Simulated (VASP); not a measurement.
Input of a VASP 6.6.1 run:

INCAR

```
SYSTEM = Ir
PREC = Accurate
ENCUT = 520
EDIFF = 1E-6
ISMEAR = 0
SIGMA = 0.15
LREAL = .False.
LASPH = .True.
NELM = 100
ALGO = Fast
ISIF = 2
LWAVE = .False.
LCHARG = .True.
GGA = CA
LELF = .True.
LVHAR = .True.
NBANDS = 16
```

Contents of KPOINTS:

```
regular mesh
0
Gamma
  18 18 10
  0 0 0
```

POSCAR

```
Ir
1.0
    2.6241000000      0.0000000000      0.0000000000
   -1.3120500000      2.2725372621      0.0000000000
    0.0000000000      0.0000000000      4.6202000000
Ir
2
Direct
    0.6666666667      0.3333333333      0.7500000000
    0.3333333333      0.6666666667      0.2500000000
```

Potentials or basis: VASP PAW LDA potentials, release 64 (Ir).

Launch:

```bash
$ cat potpaw_LDA.64/Ir/POTCAR > POTCAR
$ mpirun -np 1 vasp_std > vasp.out
```

Estimate the pressure.

9.5 GPa.

Estimate the band gap on the k mesh.

zero (bands 9 and 10 overlap by 3.86 eV).

Stress tensor (GPa, compression positive):
```
 21.47   0.00   0.00
  0.00  21.47   0.00
  0.00   0.00 -14.42
```

Caveat: the stress differs along the axes, from -14 to 21 GPa; spin-orbit coupling is left out, which moves the levels of the heavy elements.
